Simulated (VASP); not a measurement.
# TiO (P6_3/mmc) in VASP: a series of runs, part 2 of 2

VASP 6.6.1. The steps go on from the part before.

**4. Single point, r2SCAN (volume scaled by 0.97, then relaxed in part)**

Contents of POSCAR:

```
TiO
1.0
    2.7966326873      0.0000000000      0.0000000000
   -1.3983163437      2.4219549523      0.0000000000
    0.0000000000      0.0000000000      5.4896816857
Ti O
2 2
Direct
    0.3333333333      0.6666666667      0.2500000000
    0.6666666667      0.3333333333      0.7500000000
    0.0000000000      0.0000000000      0.0000000000
    0.0000000000      0.0000000000      0.5000000000
```

Contents of INCAR.step1:

```
PREC = Accurate
ENCUT = 520
ISMEAR = 0
SIGMA = 0.1
LREAL = F
LASPH = T
NELM = 100
NBANDS = 26
GGA = PE
ALGO = Normal
EDIFF = 1E-4
LWAVE = T
LCHARG = F
```

Contents of INCAR.step2:

```
PREC = Accurate
ENCUT = 520
EDIFF = 1E-6
ISMEAR = 0
SIGMA = 0.1
LREAL = F
LASPH = T
NELM = 100
ALGO = Normal
ISIF = 2
LWAVE = F
LCHARG = F
METAGGA = R2SCAN
LMIXTAU = T
NBANDS = 26
ISTART = 1
```

Contents of KPOINTS:

```
regular mesh
0
Gamma
  18 18 8
```

Potentials or basis: VASP PAW PBE potentials, release 64 (Ti_sv, O).

Command:

```
$ cat potpaw_PBE.64/Ti_sv/POTCAR potpaw_PBE.64/O/POTCAR > POTCAR
$ cp INCAR.step1 INCAR
$ mpirun -np 1 vasp_std > vasp.out
$ cp INCAR.step2 INCAR
$ mpirun -np 1 vasp_std > vasp.out
```

OUTCAR:

```text
PREC = Accurate
   ENCUT = 520
   EDIFF = 1E-6
   ISMEAR = 0
   LREAL = F
   LASPH = T
   NELM = 100
   ISIF = 2
   METAGGA = R2SCAN
   ISTART = 1

 ion  position               nearest neighbor table
   1  0.333  0.667  0.250-   3 2.12   4 2.12   3 2.12   4 2.12   3 2.12   4 2.12
   2  0.667  0.333  0.750-   3 2.12   4 2.12   3 2.12   4 2.12   3 2.12   4 2.12
   3  0.000  0.000  0.000-   1 2.12   2 2.12   2 2.12   1 2.12   2 2.12   1 2.12
   4  0.000  0.000  0.500-   1 2.12   2 2.12   2 2.12   1 2.12   2 2.12   1 2.12

  LATTYP: Found a hexagonal cell.
 ALAT       =     2.7966326873
 C/A-ratio  =     1.9629612822

  Lattice vectors:

 A1 = (   2.7966326873,   0.0000000000,   0.0000000000)
 A2 = (  -1.3983163437,   2.4219549523,   0.0000000000)
 A3 = (   0.0000000000,   0.0000000000,   5.4896816857)

Analysis of symmetry for initial positions (statically):
=====================================================================
 Subroutine PRICEL returns:
 Original cell was already a primitive cell.

 Routine SETGRP: Setting up the symmetry group for a
 hexagonal supercell.

 Subroutine GETGRP returns: Found 24 space group operations
 (whereof 12 operations were pure point group operations)
 out of a pool of 24 trial point group operations.

The static configuration has the point symmetry D_3d.
 The point group associated with its full space group is D_6h.

Analysis of symmetry for dynamics (positions and initial velocities):
=====================================================================
 Subroutine PRICEL returns:
 Original cell was already a primitive cell.

 Routine SETGRP: Setting up the symmetry group for a
 hexagonal supercell.

 Subroutine GETGRP returns: Found 24 space group operations
 (whereof 12 operations were pure point group operations)
[... 116 lines left out ...]
   TEBEG  =    0.0;   TEEND  =   0.0 temperature during run
   PSTRESS=    0.0 pullay stress
   NELECT =      36.0000    total number of electrons
   NUPDOWN=      -1.0000    fix difference up-down
   EMIN   =  10.00;   EMAX   =-10.00  energy-range for DOS
   EFERMI =   0.00;   METHOD = LEGACY
   ISMEAR =     0;   SIGMA  =   0.10  broadening in eV -4-tet -1-fermi 0-gaus
   EFERMI_NEDOS =   21; number of points for ismear=-14 and -15
   IALGO  =     38    algorithm
   IMIX   =      4    mixing-type and parameters
     AMIX     =   0.40;   BMIX     =  1.00
     AMIX_MAG =   1.60;   BMIX_MAG =  1.00
  volume/ion in A,a.u.               =       9.30        62.73
  Fermi-wavevector in a.u.,A,eV,Ry     =   1.619544  3.060495 35.687035  2.622923
  Thomas-Fermi vector in A             =   2.713628
   LORBIT       =      0    0 simple, 1 ext, 2 COOP (PROOUT), +10 PAW based schemes
   METAGGA = R2SCAN    functional components
   LHFCALC =     F    Hartree Fock is set to
   AEXX    =    0.0000 exact exchange contribution
   IVDW    =     0    specifies the selected vdW correction
   LEPSILON=     F    determine dielectric tensor
   LRPA    =     F    only Hartree local field effects (RPA)
 non-spin polarized calculation
 Gauss-broadening in eV      SIGMA  =   0.10
  energy-cutoff  :      520.00
  volume of cell :       37.18
 maximum number of plane-waves:      1015
 NGX is ok and might be reduce to    24
   NGX = 11   NGY = 11   NGZ = 21

 number of electron      36.0000001 magnetization

 Free energy of the ion-electron system (eV)
  ---------------------------------------------------
  ext. energy  EPLUGINS =         0.00000000
  ---------------------------------------------------
  free energy    TOTEN  =       -48.60254457 eV

  energy without entropy =      -48.60085268  energy(sigma->0) =      -48.60169862

 E-fermi :  12.0763     XC(G=0): -13.9279

 val. band max:       12.0734149587   @ k =   0.0000   0.0000   0.0000
 cond. band min:      12.1152288926   @ k =   0.0556   0.0000   0.1250
 fundamental gap:      0.0418139339
 Fermi energy:        12.0763102320

 k-point     1 :       0.0000    0.0000    0.0000
  band No.  band energies     occupation
      1     -48.0465      2.00000
      2     -47.9923      2.00000
      3     -23.8341      2.00000
      4     -23.2363      2.00000
      5     -22.8194      2.00000
      6     -22.8194      2.00000
[... 685 lines left out ...]
     25      15.9556      0.00000
     26      16.1423      0.00000

 [... further k-points ...]
[... 5 lines left out ...]
  --------------------------------------------------------------------------------------
  -------------------------------------------------------------------------------------
  Total        2.3157418      2.3157418      2.3947915     -0.0000000      0.0000000      0.0000000
  in kB       99.7819661     99.7819661    103.1881068     -0.0000000      0.0000000      0.0000000
  external PRESSURE =     100.9173464 kB  Pullay stress =       0.0000000 kB

 VOLUME and BASIS-vectors are now :
 -----------------------------------------------------------------------------
  energy-cutoff  :      520.00
  volume of cell :       37.18
      direct lattice vectors                 reciprocal lattice vectors
     2.796632687  0.000000000  0.000000000     0.357572878  0.206444798  0.000000000
    -1.398316344  2.421954952  0.000000000     0.000000000  0.412889595  0.000000000
     0.000000000  0.000000000  5.489681686     0.000000000  0.000000000  0.182159924

 POSITION                                       TOTAL-FORCE (eV/Angst)
 -----------------------------------------------------------------------------------
     -0.00000      1.61464      1.37242        -0.000000      0.000000      0.000000
      1.39832      0.80732      4.11726         0.000000     -0.000000      0.000000
      0.00000      0.00000      0.00000        -0.000000      0.000000      0.000000
      0.00000      0.00000      2.74484        -0.000000      0.000000      0.000000
 -----------------------------------------------------------------------------------
    total drift:                               -0.000000      0.000000     -0.000000

  FREE ENERGIE OF THE ION-ELECTRON SYSTEM (eV)
  ---------------------------------------------------
  free  energy   TOTEN  =       -48.6025445662 eV

  energy  without entropy=      -48.6008526768  energy(sigma->0) =      -48.60169862
```

OUTCAR.step1:

```text
PREC = Accurate
   ENCUT = 520
   ISMEAR = 0
   LREAL = F
[... 928 lines left out ...]
     -0.00000      1.61464      1.37242         0.000000     -0.000000      0.000000
      1.39832      0.80732      4.11726        -0.000000      0.000000      0.000000
      0.00000      0.00000      0.00000        -0.000000     -0.000000      0.000000
      0.00000      0.00000      2.74484        -0.000000     -0.000000      0.000000
 -----------------------------------------------------------------------------------
    total drift:                               -0.000000      0.000000     -0.000000

  FREE ENERGIE OF THE ION-ELECTRON SYSTEM (eV)
  ---------------------------------------------------
  free  energy   TOTEN  =       -35.2381789843 eV

  energy  without entropy=      -35.2349421837  energy(sigma->0) =      -35.23656058
```

OSZICAR.step1:

```text
N       E                     dE             d eps       ncg     rms          rms(c)
DAV:   1     0.447715218523E+03    0.44772E+03   -0.18208E+04  9660   0.177E+03
DAV:   2     0.165563801605E+02   -0.43116E+03   -0.41328E+03  9982   0.504E+02
DAV:   3    -0.371451489324E+02   -0.53702E+02   -0.52553E+02 13264   0.166E+02
DAV:   4    -0.411277692175E+02   -0.39826E+01   -0.39606E+01 13694   0.387E+01
DAV:   5    -0.412380475618E+02   -0.11028E+00   -0.11026E+00 12640   0.584E+00    0.218E+01
DAV:   6    -0.353730018309E+02    0.58650E+01   -0.30355E+01 13182   0.553E+01    0.696E+00
DAV:   7    -0.352500474069E+02    0.12295E+00   -0.26708E+00 11098   0.151E+01    0.584E+00
DAV:   8    -0.353212980048E+02   -0.71251E-01   -0.12226E+00 11444   0.825E+00    0.430E+00
DAV:   9    -0.352357418400E+02    0.85556E-01   -0.36062E-01 11086   0.455E+00    0.540E-01
DAV:  10    -0.352390025129E+02   -0.32607E-02   -0.28180E-02 13214   0.134E+00    0.370E-01
DAV:  11    -0.352381959795E+02    0.80653E-03   -0.48359E-03 10176   0.513E-01    0.527E-02
DAV:  12    -0.352381789843E+02    0.16995E-04   -0.18462E-04  7832   0.123E-01
   1 F= -.35238179E+02 E0= -.35236561E+02  d E =-.323680E-02
```

Run time: 7.4 min. Hardware: 1 thread of AMD EPYC 9R45 (Zen 5), shared host; peak memory 0.25 GiB.

Results:

```
Free energy            : -48.6025 eV
Pressure               : 10.1 GPa
Band gap on the k mesh : zero (band 18 reaches 12.03 eV, above the bottom of band 19 at 11.97 eV)
```

Levels at points of the mesh, in eV from the Fermi level:
| k point | band 14 | band 15 | band 16 | band 17 | band 18 | band 19 | band 20 | band 21 | band 22 | band 23 |
| --- | --- | --- | --- | --- | --- | --- | --- | --- | --- | --- |
| (0.00, 0.00, 0.00) | -5.85 | -5.85 | -5.81 | -2.22 | -0.10 | -0.10 | 0.00 | 1.24 | 1.24 | 2.03 |
| (0.50, 0.00, 0.00) | -7.28 | -6.39 | -5.99 | -2.97 | -0.08 | 1.14 | 1.88 | 2.28 | 2.66 | 3.03 |
| (0.00, 0.00, 0.50) | -6.14 | -6.14 | -6.14 | -0.69 | -0.69 | 0.83 | 0.83 | 0.83 | 0.83 | 2.46 |
| (0.50, 0.00, 0.50) | -7.91 | -6.69 | -6.69 | -1.48 | -1.48 | 2.37 | 2.37 | 2.57 | 2.57 | 2.60 |

Caveat: the PAW data sets were made with another functional, which shifts forces and pressure a little; semilocal functionals often make such compounds metallic where correlation or magnetic order opens a gap, which also shifts bond lengths.

**5. Single point, r2SCAN**

Contents of POSCAR:

```
TiO
1.0
    2.8263326926      0.0000000000      0.0000000000
   -1.4131663463      2.4476759114      0.0000000000
    0.0000000000      0.0000000000      5.5411476734
Ti O
2 2
Direct
    0.3333333333      0.6666666667      0.2500000000
    0.6666666667      0.3333333333      0.7500000000
    0.0000000000      0.0000000000      0.0000000000
    0.0000000000      0.0000000000      0.5000000000
```

Contents of INCAR.step1:

```
  PREC = Accurate
  ENCUT = 520
  ISMEAR = 0
  SIGMA = 0.15
  LREAL = False
  LASPH = True
  NELM = 100
  NBANDS = 26
  GGA = PE
  ALGO = Normal
  EDIFF = 1E-4
  LWAVE = True
  LCHARG = False
```

Contents of INCAR.step2:

```
  PREC = Accurate
  ENCUT = 520
  EDIFF = 1E-7
  ISMEAR = 0
  SIGMA = 0.15
  LREAL = False
  LASPH = True
  NELM = 100
  ALGO = Normal
  ISIF = 2
  LWAVE = False
  LCHARG = False
  METAGGA = R2SCAN
  LMIXTAU = True
  NBANDS = 26
  ISTART = 1
```

Contents of KPOINTS:

```
regular mesh
0
Gamma
  12 12 6
```

Command:

```
$ cat potpaw_PBE.64/Ti_sv/POTCAR potpaw_PBE.64/O/POTCAR > POTCAR
$ cp INCAR.step1 INCAR
$ mpirun -np 1 vasp_std > vasp.out
$ cp INCAR.step2 INCAR
$ mpirun -np 1 vasp_std > vasp.out
```

Wall time 15 min (1 thread of AMD EPYC 7R13, shared host); peak memory 0.18 GiB.

The run converged. Its results:

- Free energy: -48.6475 eV
- Pressure: 1.8 GPa
- Band gap on the k mesh: zero (band 18 reaches 11.58 eV, above the bottom of band 19 at 11.55 eV)

Stress tensor (GPa, compression positive):
```
1.74 0.00 0.00
0.00 1.74 0.00
0.00 0.00 2.04
```

Levels at points of the mesh, in eV from the Fermi level:
```
           k point  band 14  band 15  band 16  band 17  band 18  band 19  band 20  band 21  band 22  band 23
(0.00, 0.00, 0.00)    -5.74    -5.74    -5.72    -2.18    -0.12    -0.12    -0.04     1.18     1.18     1.79
(0.50, 0.00, 0.00)    -7.12    -6.28    -5.91    -2.89    -0.12     1.05     1.79     2.14     2.50     2.88
(0.00, 0.00, 0.50)    -6.02    -6.02    -6.02    -0.70    -0.70     0.77     0.77     0.77     0.77     2.34
(0.50, 0.00, 0.50)    -7.75    -6.56    -6.56    -1.46    -1.46     2.22     2.22     2.43     2.43     2.47
```

Caveat: the PAW data sets were made with another functional, which shifts forces and pressure a little; semilocal functionals often make such compounds metallic where correlation or magnetic order opens a gap, which also shifts bond lengths.

**6. Overview**

```tsv
cell	k mesh	smearing	gap on the mesh (eV)	pressure (GPa)
a = 2.826, b = 2.826, c = 5.541 Å, angles 90.0, 90.0, 120.0°, 4 atoms	18 × 18 × 8	gaussian 0.1 eV	none	1.9
a = 2.797, b = 2.797, c = 5.490 Å, angles 90.0, 90.0, 120.0°, 4 atoms	18 × 18 × 8	gaussian 0.1 eV	none	10.1
a = 2.826, b = 2.826, c = 5.541 Å, angles 90.0, 90.0, 120.0°, 4 atoms	12 × 12 × 6	gaussian 0.15 eV	none	1.8
```

Alike in all rows: task single point; level r2SCAN; potentials or basis VASP PAW PBE potentials, release 64 (Ti_sv, O); no spin polarisation; cutoff (eV) 520.

Caveats: the PAW data sets were made with another functional, which shifts forces and pressure a little; semilocal functionals often make such compounds metallic where correlation or magnetic order opens a gap, which also shifts bond lengths.

Absolute energies hang on the potentials; compare differences alone.
